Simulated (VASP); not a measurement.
# SrO (Fm-3m) in VASP: further runs

Runs on SrO. Level: PBE. Tasks: single point.

All numbers are computed with VASP 6.6.1; they aren't measurements. Logs are shortened: lines on timing, memory, paths and dates and some standing lists are left out, and cuts for length are marked.

### 1 The cell of the first run

It takes space group Fm-3m (No. 225, cubic). Conventional cell: a = 5.168 Å, b = 5.168 Å, c = 5.168 Å, α = 90.00°, β = 90.00°, γ = 90.00°. Sr (site symmetry m-3m) has 6 O at 2.58 Å within 3.4 Å. O (site symmetry m-3m) has 6 Sr at 2.58 Å within 3.4 Å.

### 2 Single point, PBE

File INCAR:

```
PREC = Accurate
ENCUT = 600
EDIFF = 1E-6
ISMEAR = -4
SIGMA = 0.1
LREAL = F
LASPH = T
NELM = 120
ALGO = Normal
ISIF = 2
LWAVE = F
LCHARG = T
GGA = PE
LELF = T
LVHAR = T
NBANDS = 15
GGA_COMPAT = F
```

File KPOINTS:

```
regular mesh
0
Gamma
  6 6 6
```

File POSCAR:

```
SrO
1.0
    0.0000000000      2.5837846888      2.5837846888
    2.5837846888      0.0000000000      2.5837846888
    2.5837846888      2.5837846888      0.0000000000
Sr O
1 1
Direct
    0.5000000000      0.5000000000      0.5000000000
    0.0000000000      0.0000000000      0.0000000000
```

Potentials or basis: VASP PAW PBE potentials, release 64 (Sr_sv, O).

Launch:

```sh
$ cat potpaw_PBE.64/Sr_sv/POTCAR potpaw_PBE.64/O/POTCAR > POTCAR
$ mpirun -np 1 vasp_std > vasp.out
```

OUTCAR:

```text
PREC = Accurate
   ENCUT = 600
   EDIFF = 1E-6
   ISMEAR = -4
   LREAL = F
   LASPH = T
   NELM = 120
   ISIF = 2
   GGA = PE

 ion  position               nearest neighbor table
   1  0.500  0.500  0.500-   2 2.58   2 2.58   2 2.58   2 2.58   2 2.58   2 2.58
   2  0.000  0.000  0.000-   1 2.58   1 2.58   1 2.58   1 2.58   1 2.58   1 2.58

  LATTYP: Found a face centered cubic cell.
 ALAT       =     5.1675693776

  Lattice vectors:

 A1 = (   0.0000000000,   2.5837846888,   2.5837846888)
 A2 = (   2.5837846888,   0.0000000000,   2.5837846888)
 A3 = (   2.5837846888,   2.5837846888,   0.0000000000)

Analysis of symmetry for initial positions (statically):
=====================================================================
 Subroutine PRICEL returns:
 Original cell was already a primitive cell.

 Routine SETGRP: Setting up the symmetry group for a
 face centered cubic supercell.

 Subroutine GETGRP returns: Found 48 space group operations
 (whereof 48 operations were pure point group operations)
 out of a pool of 48 trial point group operations.

The static configuration has the point symmetry O_h .

Analysis of symmetry for dynamics (positions and initial velocities):
=====================================================================
 Subroutine PRICEL returns:
 Original cell was already a primitive cell.

 Routine SETGRP: Setting up the symmetry group for a
 face centered cubic supercell.

 Subroutine GETGRP returns: Found 48 space group operations
 (whereof 48 operations were pure point group operations)
 out of a pool of 48 trial point group operations.

The dynamic configuration has the point symmetry O_h .

 Subroutine INISYM returns: Found 48 space group operations
 (whereof 48 operations are pure point group operations),
 and found     1 'primitive' translations

----------------------------------------------------------------------------------------

                                     Primitive cell

  volume of cell :      34.4984

  direct lattice vectors                    reciprocal lattice vectors
     0.000000000  2.583784689  2.583784689    -0.193514577  0.193514577  0.193514577
     2.583784689  0.000000000  2.583784689     0.193514577 -0.193514577  0.193514577
     2.583784689  2.583784689  0.000000000     0.193514577  0.193514577 -0.193514577

  length of vectors
     3.654023349  3.654023349  3.654023349     0.335177079  0.335177079  0.335177079

  position of ions in fractional coordinates (direct lattice)
     0.500000000  0.500000000  0.500000000
     0.000000000  0.000000000  0.000000000

  ion indices of the primitive-cell ions
   primitive index   ion index
                 1           1
                 2           2

----------------------------------------------------------------------------------------

 KPOINTS: regular mesh

Automatic generation of k-mesh.
 Grid dimensions read from file:
 generate k-points for:    6    6    6

 Generating k-lattice:

  Cartesian coordinates                     Fractional coordinates (reciprocal lattice)
    -0.032252429  0.032252429  0.032252429     0.166666667  0.000000000  0.000000000
     0.032252429 -0.032252429  0.032252429     0.000000000  0.166666667  0.000000000
     0.032252429  0.032252429 -0.032252429     0.000000000  0.000000000  0.166666667

  Length of vectors
     0.055862846  0.055862846  0.055862846

  Shift w.r.t. Gamma in fractional coordinates (k-lattice)
     0.000000000  0.000000000  0.000000000

 TETIRR: Found     35 inequivalent tetrahedra from     1296

 Subroutine IBZKPT returns following result:
 ===========================================

 Found     16 irreducible k-points:

 Following reciprocal coordinates:
            Coordinates               Weight
  0.000000  0.000000  0.000000      1.000000
  0.166667  0.000000  0.000000      8.000000
  0.333333  0.000000  0.000000      8.000000
  0.500000  0.000000  0.000000      4.000000
  0.166667  0.166667  0.000000      6.000000
  0.333333  0.166667  0.000000     24.000000
[... 8 lines left out ...]
 -0.333333  0.333333  0.166667     24.000000
 -0.333333  0.500000  0.166667     12.000000
   k-points           NKPTS =     16   k-points in BZ     NKDIM =     16   number of bands    NBANDS=     15
   number of dos      NEDOS =    301   number of ions     NIONS =      2
   total plane-waves  NPLWV =  27000
   dimension x,y,z NGX =    30 NGY =   30 NGZ =   30
   dimension x,y,z NGXF=    60 NGYF=   60 NGZF=   60
   ions per type =               1   1
   NGX,Y,Z   is equivalent  to a cutoff of  13.65, 13.65, 13.65 a.u.
   NGXF,Y,Z  is equivalent  to a cutoff of  27.30, 27.30, 27.30 a.u.
 SYSTEM =  unknown system
   PREC   = accura    normal or accurate (medium, high low for compatibility)
   ISTART =      0    job   : 0-new  1-cont  2-samecut
   ICHARG =      2    charge: 1-file 2-atom 10-const
   ISPIN  =      1    spin polarized calculation?
   LNONCOLLINEAR =      F non collinear calculations
   LSORBIT =      F    spin-orbit coupling
   LASPH  =      T    aspherical Exc in radial PAW
   ENCUT  =  600.0 eV  44.10 Ry    6.64 a.u.   7.30  7.30  7.30*2*pi/ulx,y,z
   NELM   =    120;   NELMIN=  2; NELMDL= -5     # of ELM steps
   EDIFF  = 0.1E-05   stopping-criterion for ELM
   LREAL  =      F    real-space projection
   EDIFFG = 0.1E-04   stopping-criterion for IOM
   NSW    =      0    number of steps for IOM
   IBRION =     -1    ionic relax: 0-MD 1-quasi-New 2-CG
   NFREE  =      0    steps in history (QN), initial steepest desc. (CG)
   ISIF   =      2    stress and relaxation
   ISYM   =      2    0-nonsym 1-usesym 2-fastsym
   POTIM  = 0.5000    time-step for ionic-motion
   TEBEG  =    0.0;   TEEND  =   0.0 temperature during run
   PSTRESS=    0.0 pullay stress
   NELECT =      16.0000    total number of electrons
   NUPDOWN=      -1.0000    fix difference up-down
   EMIN   =  10.00;   EMAX   =-10.00  energy-range for DOS
   EFERMI =   0.00;   METHOD = LEGACY
   ISMEAR =    -4;   SIGMA  =   0.10  broadening in eV -4-tet -1-fermi 0-gaus
   EFERMI_NEDOS =   21; number of points for ismear=-14 and -15
   IALGO  =     38    algorithm
   IMIX   =      4    mixing-type and parameters
     AMIX     =   0.40;   BMIX     =  1.00
     AMIX_MAG =   1.60;   BMIX_MAG =  1.00
  volume/ion in A,a.u.               =      17.25       116.40
  Fermi-wavevector in a.u.,A,eV,Ry     =   1.267210  2.394679 21.848515  1.605821
  Thomas-Fermi vector in A             =   2.400370
   LORBIT       =      0    0 simple, 1 ext, 2 COOP (PROOUT), +10 PAW based schemes
   GGA     = PE    functional components
   LHFCALC =     F    Hartree Fock is set to
   AEXX    =    0.0000 exact exchange contribution
   IVDW    =     0    specifies the selected vdW correction
   LEPSILON=     F    determine dielectric tensor
   LRPA    =     F    only Hartree local field effects (RPA)
 non-spin polarized calculation
 Fermi weights with tetrahedron method witout Bloechl corrections
  energy-cutoff  :      600.00
  volume of cell :       34.50
 maximum number of plane-waves:      1167
 NGX is ok and might be reduce to    30
   NGX = 15   NGY = 15   NGZ = 15

 number of electron      15.9999998 magnetization

 Free energy of the ion-electron system (eV)
  ---------------------------------------------------
  ext. energy  EPLUGINS =         0.00000000
  ---------------------------------------------------
  free energy    TOTEN  =       -12.05165887 eV

  energy without entropy =      -12.05165887  energy(sigma->0) =      -12.05165887

 E-fermi :   1.6600     XC(G=0):  -9.9560

 val. band max:        1.5927731785   @ k =   0.0000   0.0000   0.0000
 cond. band min:       4.8664304061   @ k =   0.5000   0.5000   0.0000
 fundamental gap:      3.2736572276
 Fermi energy:         1.6600226661

 k-point     1 :       0.0000    0.0000    0.0000
  band No.  band energies     occupation
      1     -30.8483      2.00000
      2     -13.4786      2.00000
      3     -12.5014      2.00000
      4     -12.5014      2.00000
      5     -12.5014      2.00000
      6       1.5928      2.00000
      7       1.5928      2.00000
      8       1.5928      2.00000
      9       5.4708      0.00000
     10       7.7710      0.00000
     11       7.7710      0.00000
     12       7.7710      0.00000
     13       9.9049      0.00000
     14       9.9049      0.00000
     15      14.2322      0.00000

 k-point     2 :       0.1667    0.0000    0.0000
  band No.  band energies     occupation
      1     -30.8165      2.00000
      2     -14.0399      2.00000
      3     -12.5215      2.00000
      4     -12.5215      2.00000
      5     -12.0193      2.00000
      6       0.8779      2.00000
      7       1.2731      2.00000
      8       1.2731      2.00000
      9       6.6126      0.00000
     10       7.5724      0.00000
     11       8.2957      0.00000
     12       8.2957      0.00000
     13      10.5850      0.00000
     14      10.5850      0.00000
     15      15.8581      0.00000

 k-point     3 :       0.3333    0.0000    0.0000
  band No.  band energies     occupation
      1     -30.7518      2.00000
      2     -14.7136      2.00000
      3     -12.5609      2.00000
      4     -12.5609      2.00000
      5     -11.5045      2.00000
      6      -0.1346      2.00000
      7       0.7253      2.00000
      8       0.7253      2.00000
      9       7.7355      0.00000
     10       8.7467      0.00000
     11       9.5633      0.00000
     12       9.5633      0.00000
     13      12.1156      0.00000
     14      12.1156      0.00000
     15      17.2755      0.00000
[... 199 lines left out ...]
 k-point    15 :      -0.3333    0.3333    0.1667
  band No.  band energies     occupation
      1     -30.6897      2.00000
      2     -14.4535      2.00000
      3     -13.0078      2.00000
      4     -12.8679      2.00000
      5     -11.8059      2.00000
      6       0.2831      2.00000
      7       0.9193      2.00000
      8       0.9768      2.00000
      9       7.7541      0.00000
     10       7.8794      0.00000
     11      10.4599      0.00000
     12      11.5888      0.00000
     13      12.9087      0.00000
     14      14.4003      0.00000
     15      15.1366      0.00000

 k-point    16 :      -0.3333    0.5000    0.1667
  band No.  band energies     occupation
      1     -30.6802      2.00000
      2     -14.0351      2.00000
      3     -13.2793      2.00000
      4     -12.9975      2.00000
      5     -12.0895      2.00000
      6       0.7224      2.00000
      7       1.1123      2.00000
      8       1.2440      2.00000
      9       6.2235      0.00000
     10       9.1059      0.00000
     11       9.9400      0.00000
     12      12.4705      0.00000
     13      12.5762      0.00000
     14      14.3822      0.00000
     15      14.9168      0.00000

------------------------ aborting loop because EDIFF is reached ----------------------------------------

  FORCE on cell =-STRESS in cart. coord.  units (eV):
  Direction    XX          YY          ZZ          XY          YZ          ZX
  --------------------------------------------------------------------------------------
  -------------------------------------------------------------------------------------
  Total        0.3980772      0.3980772      0.3980772      0.0000000      0.0000000     -0.0000000
  in kB       18.4875320     18.4875320     18.4875320      0.0000000      0.0000000     -0.0000000
  external PRESSURE =      18.4875320 kB  Pullay stress =       0.0000000 kB

 VOLUME and BASIS-vectors are now :
 -----------------------------------------------------------------------------
  energy-cutoff  :      600.00
  volume of cell :       34.50
      direct lattice vectors                 reciprocal lattice vectors
     0.000000000  2.583784689  2.583784689    -0.193514577  0.193514577  0.193514577
     2.583784689  0.000000000  2.583784689     0.193514577 -0.193514577  0.193514577
     2.583784689  2.583784689  0.000000000     0.193514577  0.193514577 -0.193514577

 POSITION                                       TOTAL-FORCE (eV/Angst)
 -----------------------------------------------------------------------------------
      2.58378      2.58378      2.58378        -0.000000     -0.000000     -0.000000
      0.00000      0.00000      0.00000         0.000000      0.000000      0.000000
 -----------------------------------------------------------------------------------
    total drift:                               -0.000000      0.000000      0.000000

  FREE ENERGIE OF THE ION-ELECTRON SYSTEM (eV)
  ---------------------------------------------------
  free  energy   TOTEN  =       -12.0516588710 eV

  energy  without entropy=      -12.0516588710  energy(sigma->0) =      -12.05165887
```

Run time: 33 s. Hardware: 1 thread of AMD EPYC 7R13, shared host; peak memory 0.14 GiB.

Results:

```yaml
Free_energy: -12.0517 eV
Pressure: 1.8 GPa
Band_gap_on_the_k_mesh: 3.27 eV, indirect (least direct gap 3.37 eV)
```

Levels at points of the mesh, in eV from the valence-band top:
```tsv
k point	band 5	band 6	band 7	band 8	band 9	band 10	band 11	band 12
(0.00, 0.00, 0.00)	-14.09	0.00	0.00	0.00	3.88	6.18	6.18	6.18
(0.50, 0.00, 0.00)	-12.91	-2.14	-1.11	-1.11	6.49	8.34	8.76	8.76
(0.50, 0.50, 0.00)	-14.44	-0.46	-0.10	-0.10	3.27	7.69	10.08	10.25
```

A k mesh can miss the band edges.

### 3 Single point, PBE

File INCAR:

```
SYSTEM = SrO
PREC = Accurate
ENCUT = 600
EDIFF = 1E-6
ISMEAR = 1
SIGMA = 0.071
LREAL = .False.
LASPH = .True.
NELM = 120
ALGO = Normal
ISIF = 2
LWAVE = .False.
LCHARG = .False.
GGA = PE
NBANDS = 15
GGA_COMPAT = .False.
```

File KPOINTS:

```
regular mesh
0
Gamma
  6 6 6
  0 0 0
```

POSCAR is that of step 2.

Potentials or basis: VASP PAW PBE potentials, release 64 (Sr_sv, O).

Launch:

```sh
$ cat potpaw_PBE.64/Sr_sv/POTCAR potpaw_PBE.64/O/POTCAR > POTCAR
$ mpirun -np 1 vasp_std > vasp.out
```

OUTCAR:

```text
SYSTEM = SrO
   PREC = Accurate
   ENCUT = 600
   EDIFF = 1E-6
   ISMEAR = 1
   LREAL = .False.
   LASPH = .True.
   NELM = 120
   ISIF = 2
   GGA = PE

 ion  position               nearest neighbor table
   1  0.500  0.500  0.500-   2 2.58   2 2.58   2 2.58   2 2.58   2 2.58   2 2.58
   2  0.000  0.000  0.000-   1 2.58   1 2.58   1 2.58   1 2.58   1 2.58   1 2.58

  LATTYP: Found a face centered cubic cell.
 ALAT       =     5.1675693776

  Lattice vectors:

 A1 = (   0.0000000000,   2.5837846888,   2.5837846888)
 A2 = (   2.5837846888,   0.0000000000,   2.5837846888)
 A3 = (   2.5837846888,   2.5837846888,   0.0000000000)

Analysis of symmetry for initial positions (statically):
=====================================================================
 Subroutine PRICEL returns:
 Original cell was already a primitive cell.

 Routine SETGRP: Setting up the symmetry group for a
 face centered cubic supercell.

 Subroutine GETGRP returns: Found 48 space group operations
 (whereof 48 operations were pure point group operations)
 out of a pool of 48 trial point group operations.

The static configuration has the point symmetry O_h .

Analysis of symmetry for dynamics (positions and initial velocities):
[... 169 lines left out ...]
     10       7.7710      0.00000
     11       7.7710      0.00000
     12       7.7710      0.00000
     13       9.9049      0.00000
     14       9.9049      0.00000
[... 257 lines left out ...]
      2     -14.0352      2.00000
      3     -13.2792      2.00000
      4     -12.9975      2.00000
      5     -12.0895      2.00000
      6       0.7223      2.00000
      7       1.1122      2.00000
      8       1.2439      2.00000
      9       6.2235      0.00000
     10       9.1059      0.00000
     11       9.9400      0.00000
     12      12.4705      0.00000
     13      12.5762      0.00000
     14      14.3822      0.00000
     15      14.9168      0.00000

------------------------ aborting loop because EDIFF is reached ----------------------------------------

  FORCE on cell =-STRESS in cart. coord.  units (eV):
  Direction    XX          YY          ZZ          XY          YZ          ZX
  --------------------------------------------------------------------------------------
  -------------------------------------------------------------------------------------
  Total        0.3982733      0.3982733      0.3982733     -0.0000000     -0.0000000      0.0000000
  in kB       18.4966401     18.4966401     18.4966401     -0.0000000     -0.0000000      0.0000000
  external PRESSURE =      18.4966401 kB  Pullay stress =       0.0000000 kB

 VOLUME and BASIS-vectors are now :
 -----------------------------------------------------------------------------
  energy-cutoff  :      600.00
  volume of cell :       34.50
      direct lattice vectors                 reciprocal lattice vectors
     0.000000000  2.583784689  2.583784689    -0.193514577  0.193514577  0.193514577
     2.583784689  0.000000000  2.583784689     0.193514577 -0.193514577  0.193514577
     2.583784689  2.583784689  0.000000000     0.193514577  0.193514577 -0.193514577

 POSITION                                       TOTAL-FORCE (eV/Angst)
 -----------------------------------------------------------------------------------
      2.58378      2.58378      2.58378         0.000000     -0.000000      0.000000
      0.00000      0.00000      0.00000        -0.000000      0.000000     -0.000000
 -----------------------------------------------------------------------------------
    total drift:                               -0.000000      0.000000      0.000000

  FREE ENERGIE OF THE ION-ELECTRON SYSTEM (eV)
  ---------------------------------------------------
  free  energy   TOTEN  =       -12.0515914684 eV

  energy  without entropy=      -12.0517393332  energy(sigma->0) =      -12.05164076
```

OSZICAR:

```text
N       E                     dE             d eps       ncg     rms          rms(c)
DAV:   1     0.678275297286E+02    0.67828E+02   -0.84969E+03   480   0.113E+03
DAV:   2    -0.106372904736E+02   -0.78465E+02   -0.72066E+02   674   0.228E+02
DAV:   3    -0.141263198719E+02   -0.34890E+01   -0.34579E+01   677   0.415E+01
DAV:   4    -0.142499242519E+02   -0.12360E+00   -0.12360E+00   592   0.482E+00
DAV:   5    -0.142503040714E+02   -0.37982E-03   -0.37982E-03   642   0.333E-01    0.160E+01
DAV:   6    -0.122048965006E+02    0.20454E+01   -0.67247E+00   487   0.194E+01    0.188E+01
DAV:   7    -0.120609663136E+02    0.14393E+00   -0.30701E-01   564   0.490E+00    0.109E+01
DAV:   8    -0.120496519204E+02    0.11314E-01   -0.12041E-01   627   0.348E+00    0.418E-01
DAV:   9    -0.120509706248E+02   -0.13187E-02   -0.59293E-03   612   0.489E-01    0.235E-01
DAV:  10    -0.120514246292E+02   -0.45400E-03   -0.45105E-04   522   0.202E-01    0.881E-02
DAV:  11    -0.120515727306E+02   -0.14810E-03   -0.15008E-04   522   0.915E-02    0.280E-02
DAV:  12    -0.120515914575E+02   -0.18727E-04   -0.28602E-05   536   0.396E-02    0.253E-02
DAV:  13    -0.120515914684E+02   -0.10839E-07   -0.17092E-06   528   0.115E-02
   1 F= -.12051591E+02 E0= -.12051641E+02  d E =0.147865E-03
```

stdout:

```text
POSCAR found type information on POSCAR SrO
 POSCAR found :  2 types and       2 ions
 scaLAPACK will be used
 LDA part: xc-table for (Slater+PW92), standard interpolation
 POSCAR, INCAR and KPOINTS ok, starting setup
 FFT: planning ... GRIDC
 FFT: planning ... GRID_SOFT
 FFT: planning ... GRID
 WAVECAR not read
 entering main loop
```

Wall time 30 s (1 thread of AMD EPYC 7R13, shared host); peak memory 0.14 GiB.

What came out:

```
Free energy            : -12.0516 eV
Pressure               : 1.8 GPa
Band gap on the k mesh : 3.27 eV, indirect (least direct gap 3.37 eV)
```

A k mesh can miss the band edges.

(Continued in part 2 of 2.)
